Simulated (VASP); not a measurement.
# BaTiO3 (P4mm) in VASP: single point with r2SCAN

Aim: the single point of BaTiO3 with r2SCAN.

All numbers are computed with VASP 6.6.1; they aren't measurements. Logs are shortened: lines on timing, memory, paths and dates and some standing lists are left out, and cuts for length are marked.

## Step 1: The cell of the first run

The structure is tetragonal, space group P4mm (No. 99). Conventional cell: a = 3.972 Å, b = 3.972 Å, c = 4.113 Å, α = 90.00°, β = 90.00°, γ = 90.00°. Within 3.7 Å of Ba (site symmetry 4mm) lie 12 O at 2.79 to 2.92 Å and 8 Ti at 3.44 to 3.53 Å. Ti (site symmetry 4mm) has 6 O at 1.82 to 2.29 Å within 2.4 Å. Within 2.6 Å of O (site symmetry 2mm) lie 2 Ti at 1.99 Å. O (site symmetry 4mm) has 2 Ti at 1.82 to 2.29 Å within 2.4 Å.

## Step 2: Single point, r2SCAN

File POSCAR:

```
BaTiO3
1.0
    3.9720920139      0.0000000000      0.0000000000
    0.0000000000      3.9720920139      0.0000000000
    0.0000000000      0.0000000000      4.1129631619
Ba Ti O
1 1 3
Direct
    0.5000000000      0.5000000000      0.5850159545
    0.0000000000      0.0000000000      0.1031311991
    0.0000000000      0.5000000000      0.0629337377
    0.5000000000      0.0000000000      0.0629337377
    0.0000000000      0.0000000000      0.5459823611
```

File INCAR.step1:

```
SYSTEM = BaTiO3
PREC = Accurate
ENCUT = 520
ISMEAR = 0
SIGMA = 0.02
LREAL = .FALSE.
LASPH = .TRUE.
NELM = 100
NBANDS = 28
GGA = PE
ALGO = Normal
EDIFF = 1E-4
LWAVE = .TRUE.
LCHARG = .FALSE.
```

File INCAR.step2:

```
SYSTEM = BaTiO3
PREC = Accurate
ENCUT = 520
EDIFF = 1E-7
ISMEAR = 0
SIGMA = 0.02
LREAL = .FALSE.
LASPH = .TRUE.
NELM = 100
ALGO = Normal
ISIF = 2
LWAVE = .FALSE.
LCHARG = .FALSE.
METAGGA = R2SCAN
LMIXTAU = .TRUE.
NBANDS = 28
ISTART = 1
```

File KPOINTS:

```
Automatic mesh
0
G
  8 8 8
  0 0 0
```

Potentials or basis: VASP PAW PBE potentials, release 64 (Ba_sv, Ti_sv, O).

The run is started by

```
cat potpaw_PBE.64/Ba_sv/POTCAR potpaw_PBE.64/Ti_sv/POTCAR potpaw_PBE.64/O/POTCAR > POTCAR
cp INCAR.step1 INCAR
mpirun -np 1 vasp_std > vasp.out
cp INCAR.step2 INCAR
mpirun -np 1 vasp_std > vasp.out
```

OUTCAR:

```text
SYSTEM = BaTiO3
   PREC = Accurate
   ENCUT = 520
   EDIFF = 1E-7
   ISMEAR = 0
   LREAL = .FALSE.
   LASPH = .TRUE.
   NELM = 100
   ISIF = 2
   METAGGA = R2SCAN
   ISTART = 1

 ion  position               nearest neighbor table
   1  0.500  0.500  0.585-   3 2.79   4 2.79   4 2.79   3 2.79   5 2.81   5 2.81   5 2.81   5 2.81
                             3 2.92   4 2.92   3 2.92   4 2.92   2 3.44   2 3.44   2 3.44   2 3.44
   2  0.000  0.000  0.103-   5 1.82   4 1.99   3 1.99   3 1.99   4 1.99   5 2.29   1 3.44   1 3.44
                             1 3.44   1 3.44   1 3.53   1 3.53   1 3.53   1 3.53
   3  0.000  0.500  0.063-   2 1.99   2 1.99   1 2.79   1 2.79   1 2.92   1 2.92
   4  0.500  0.000  0.063-   2 1.99   2 1.99   1 2.79   1 2.79   1 2.92   1 2.92
   5  0.000  0.000  0.546-   2 1.82   2 2.29   1 2.81   1 2.81   1 2.81   1 2.81

  LATTYP: Found a simple tetragonal cell.
 ALAT       =     3.9720920139
 C/A-ratio  =     1.0354652278

  Lattice vectors:

 A1 = (   3.9720920139,   0.0000000000,   0.0000000000)
 A2 = (   0.0000000000,   3.9720920139,   0.0000000000)
 A3 = (   0.0000000000,   0.0000000000,   4.1129631619)

Analysis of symmetry for initial positions (statically):
=====================================================================
 Subroutine PRICEL returns:
 Original cell was already a primitive cell.

 Routine SETGRP: Setting up the symmetry group for a
 simple tetragonal supercell.

 Subroutine GETGRP returns: Found  8 space group operations
 (whereof  8 operations were pure point group operations)
 out of a pool of 16 trial point group operations.

The static configuration has the point symmetry C_4v.

Analysis of symmetry for dynamics (positions and initial velocities):
=====================================================================
 Subroutine PRICEL returns:
 Original cell was already a primitive cell.

 Routine SETGRP: Setting up the symmetry group for a
 simple tetragonal supercell.

 Subroutine GETGRP returns: Found  8 space group operations
 (whereof  8 operations were pure point group operations)
 out of a pool of 16 trial point group operations.

The dynamic configuration has the point symmetry C_4v.

 Subroutine INISYM returns: Found  8 space group operations
 (whereof  8 operations are pure point group operations),
 and found     1 'primitive' translations

----------------------------------------------------------------------------------------

                                     Primitive cell

  volume of cell :      64.8923

  direct lattice vectors                    reciprocal lattice vectors
     3.972092014  0.000000000  0.000000000     0.251756504  0.000000000  0.000000000
     0.000000000  3.972092014  0.000000000     0.000000000  0.251756504  0.000000000
     0.000000000  0.000000000  4.112963162     0.000000000  0.000000000  0.243133712

  length of vectors
     3.972092014  3.972092014  4.112963162     0.251756504  0.251756504  0.243133712

  position of ions in fractional coordinates (direct lattice)
     0.500000000  0.500000000  0.585015955
     0.000000000  0.000000000  0.103131199
     0.000000000  0.500000000  0.062933738
     0.500000000  0.000000000  0.062933738
     0.000000000  0.000000000  0.545982361

  ion indices of the primitive-cell ions
   primitive index   ion index
                 1           1
                 2           2
                 3           3
                 4           4
                 5           5

----------------------------------------------------------------------------------------

 KPOINTS: Automatic mesh

Automatic generation of k-mesh.
 Grid dimensions read from file:
 generate k-points for:    8    8    8

 Generating k-lattice:

  Cartesian coordinates                     Fractional coordinates (reciprocal lattice)
     0.031469563  0.000000000  0.000000000     0.125000000  0.000000000  0.000000000
     0.000000000  0.031469563  0.000000000     0.000000000  0.125000000  0.000000000
     0.000000000  0.000000000  0.030391714     0.000000000  0.000000000  0.125000000

  Length of vectors
     0.031469563  0.031469563  0.030391714

  Shift w.r.t. Gamma in fractional coordinates (k-lattice)
     0.000000000  0.000000000  0.000000000

 Subroutine IBZKPT returns following result:
 ===========================================

 Found     75 irreducible k-points:

 Following reciprocal coordinates:
            Coordinates               Weight
  0.000000  0.000000  0.000000      1.000000
  0.125000  0.000000  0.000000      4.000000
  0.250000  0.000000  0.000000      4.000000
  0.375000  0.000000  0.000000      4.000000
  0.500000  0.000000  0.000000      2.000000
  0.125000  0.125000  0.000000      4.000000
[... 16 lines left out ...]
  0.375000  0.125000  0.125000     16.000000
  0.500000  0.125000  0.125000      8.000000
 [... further k-points ...]
   k-points           NKPTS =     75   k-points in BZ     NKDIM =     75   number of bands    NBANDS=     28
   number of dos      NEDOS =    301   number of ions     NIONS =      5
   total plane-waves  NPLWV =  28800
   dimension x,y,z NGX =    30 NGY =   30 NGZ =   32
   dimension x,y,z NGXF=    60 NGYF=   60 NGZF=   64
   ions per type =               1   1   3
   NGX,Y,Z   is equivalent  to a cutoff of  12.56, 12.56, 12.93 a.u.
   NGXF,Y,Z  is equivalent  to a cutoff of  25.11, 25.11, 25.87 a.u.
 SYSTEM =  BaTiO3
   PREC   = accura    normal or accurate (medium, high low for compatibility)
   ISTART =      1    job   : 0-new  1-cont  2-samecut
   ICHARG =      0    charge: 1-file 2-atom 10-const
   ISPIN  =      1    spin polarized calculation?
   LNONCOLLINEAR =      F non collinear calculations
   LSORBIT =      F    spin-orbit coupling
   LASPH  =      T    aspherical Exc in radial PAW
   ENCUT  =  520.0 eV  38.22 Ry    6.18 a.u.   7.39  7.39  7.65*2*pi/ulx,y,z
   NELM   =    100;   NELMIN=  2; NELMDL=  0     # of ELM steps
   EDIFF  = 0.1E-06   stopping-criterion for ELM
   LREAL  =      F    real-space projection
   EDIFFG = 0.1E-05   stopping-criterion for IOM
   NSW    =      0    number of steps for IOM
   IBRION =     -1    ionic relax: 0-MD 1-quasi-New 2-CG
   NFREE  =      0    steps in history (QN), initial steepest desc. (CG)
   ISIF   =      2    stress and relaxation
   ISYM   =      2    0-nonsym 1-usesym 2-fastsym
   POTIM  = 0.5000    time-step for ionic-motion
   TEBEG  =    0.0;   TEEND  =   0.0 temperature during run
   PSTRESS=    0.0 pullay stress
   NELECT =      40.0000    total number of electrons
   NUPDOWN=      -1.0000    fix difference up-down
   EMIN   =  10.00;   EMAX   =-10.00  energy-range for DOS
   EFERMI =   0.00;   METHOD = LEGACY
   ISMEAR =     0;   SIGMA  =   0.02  broadening in eV -4-tet -1-fermi 0-gaus
   EFERMI_NEDOS =   21; number of points for ismear=-14 and -15
   IALGO  =     38    algorithm
   IMIX   =      4    mixing-type and parameters
     AMIX     =   0.40;   BMIX     =  1.00
     AMIX_MAG =   1.60;   BMIX_MAG =  1.00
  volume/ion in A,a.u.               =      12.98        87.58
  Fermi-wavevector in a.u.,A,eV,Ry     =   1.393254  2.632869 26.411047  1.941157
  Thomas-Fermi vector in A             =   2.516918
   LORBIT       =      0    0 simple, 1 ext, 2 COOP (PROOUT), +10 PAW based schemes
   METAGGA = R2SCAN    functional components
   LHFCALC =     F    Hartree Fock is set to
   AEXX    =    0.0000 exact exchange contribution
   IVDW    =     0    specifies the selected vdW correction
   LEPSILON=     F    determine dielectric tensor
   LRPA    =     F    only Hartree local field effects (RPA)
 non-spin polarized calculation
 Gauss-broadening in eV      SIGMA  =   0.02
  energy-cutoff  :      520.00
  volume of cell :       64.89
 maximum number of plane-waves:      1779
 NGX is ok and might be reduce to    30
   NGX = 15   NGY = 15   NGZ = 15

 number of electron      39.9999987 magnetization

 Free energy of the ion-electron system (eV)
  ---------------------------------------------------
  ext. energy  EPLUGINS =         0.00000000
  ---------------------------------------------------
  free energy    TOTEN  =       -74.25942399 eV

  energy without entropy =      -74.25942399  energy(sigma->0) =      -74.25942399

 E-fermi :   3.7332     XC(G=0): -11.8325

 val. band max:        3.5998430044   @ k =   0.5000   0.5000   0.5000
 cond. band min:       5.8101468773   @ k =   0.0000   0.0000   0.0000
 fundamental gap:      2.2103038729
 Fermi energy:         3.7331643897

 k-point     1 :       0.0000    0.0000    0.0000
  band No.  band energies     occupation
      1     -55.2028      2.00000
      2     -30.4719      2.00000
      3     -30.3571      2.00000
      4     -30.3571      2.00000
      5     -22.1099      2.00000
      6     -14.3947      2.00000
[... 20 lines left out ...]
     27       9.2144      0.00000
     28      11.5387      0.00000

 k-point     2 :       0.1250    0.0000    0.0000
  band No.  band energies     occupation
      1     -55.2026      2.00000
      2     -30.4715      2.00000
      3     -30.3665      2.00000
      4     -30.3568      2.00000
      5     -22.0911      2.00000
      6     -14.4027      2.00000
[... 20 lines left out ...]
     27       9.5178      0.00000
     28      11.9160      0.00000

 k-point     3 :       0.2500    0.0000    0.0000
  band No.  band energies     occupation
      1     -55.2022      2.00000
      2     -30.4707      2.00000
      3     -30.3890      2.00000
      4     -30.3560      2.00000
      5     -22.0452      2.00000
      6     -14.4679      2.00000
[... 20 lines left out ...]
     27      10.2826      0.00000
     28      12.3858      0.00000

 k-point     4 :       0.3750    0.0000    0.0000
  band No.  band energies     occupation
      1     -55.2017      2.00000
      2     -30.4698      2.00000
      3     -30.4113      2.00000
      4     -30.3552      2.00000
      5     -21.9983      2.00000
      6     -14.5717      2.00000
[... 578 lines left out ...]
     27      10.6815      0.00000
     28      12.4150      0.00000

 k-point    23 :       0.3750    0.1250    0.1250
  band No.  band energies     occupation
      1     -55.2014      2.00000
      2     -30.4756      2.00000
      3     -30.4105      2.00000
      4     -30.3642      2.00000
      5     -21.9759      2.00000
      6     -14.4540      2.00000
[... 20 lines left out ...]
     27      11.5880      0.00000
     28      12.6826      0.00000

 k-point    24 :       0.5000    0.1250    0.1250
  band No.  band energies     occupation
      1     -55.2012      2.00000
      2     -30.4752      2.00000
      3     -30.4196      2.00000
      4     -30.3639      2.00000
      5     -21.9580      2.00000
      6     -14.4888      2.00000
[... 20 lines left out ...]
     27      12.0030      0.00000
     28      12.8213      0.00000

 [... further k-points ...]
[... 5 lines left out ...]
  --------------------------------------------------------------------------------------
  -------------------------------------------------------------------------------------
  Total        0.7603461      0.7603461      0.8224207      0.0000000     -0.0000000      0.0000000
  in kB       18.7727755     18.7727755     20.3053828      0.0000000     -0.0000000      0.0000000
  external PRESSURE =      19.2836446 kB  Pullay stress =       0.0000000 kB

 VOLUME and BASIS-vectors are now :
 -----------------------------------------------------------------------------
  energy-cutoff  :      520.00
  volume of cell :       64.89
      direct lattice vectors                 reciprocal lattice vectors
     3.972092014  0.000000000  0.000000000     0.251756504  0.000000000  0.000000000
     0.000000000  3.972092014  0.000000000     0.000000000  0.251756504  0.000000000
     0.000000000  0.000000000  4.112963162     0.000000000  0.000000000  0.243133712

 POSITION                                       TOTAL-FORCE (eV/Angst)
 -----------------------------------------------------------------------------------
      1.98605      1.98605      2.40615        -0.000000     -0.000000     -0.030101
      0.00000      0.00000      0.42417        -0.000000      0.000000     -0.164282
      0.00000      1.98605      0.25884        -0.000000      0.000000      0.016937
      1.98605      0.00000      0.25884        -0.000000      0.000000      0.016937
      0.00000      0.00000      2.24561         0.000000      0.000000      0.160508
 -----------------------------------------------------------------------------------
    total drift:                                0.000000     -0.000000      0.012736

  FREE ENERGIE OF THE ION-ELECTRON SYSTEM (eV)
  ---------------------------------------------------
  free  energy   TOTEN  =       -74.2594239906 eV

  energy  without entropy=      -74.2594239906  energy(sigma->0) =      -74.25942399
```

It took 15 min on 1 thread of AMD EPYC 7R13, shared host; peak memory 0.24 GiB.

Results:

| Item | Value |
| --- | --- |
| Free energy | -74.2594 eV |
| Pressure | 1.9 GPa |
| Largest force | 0.164 eV/Å |
| Band gap on the k mesh | 2.21 eV, indirect (least direct gap 2.71 eV) |

Forces on the atoms (eV/Å):
```
Ba   0.000  0.000 -0.030
Ti   0.000  0.000 -0.164
O    0.000  0.000  0.017
O    0.000  0.000  0.017
O    0.000  0.000  0.161
```

Stress tensor (GPa, compression positive):
```
1.88 0.00 0.00
0.00 1.88 0.00
0.00 0.00 2.03
```

Caveat: the PAW data sets were made with another functional, which shifts forces and pressure a little; spin-orbit coupling is left out, which moves the levels of the heavy elements.
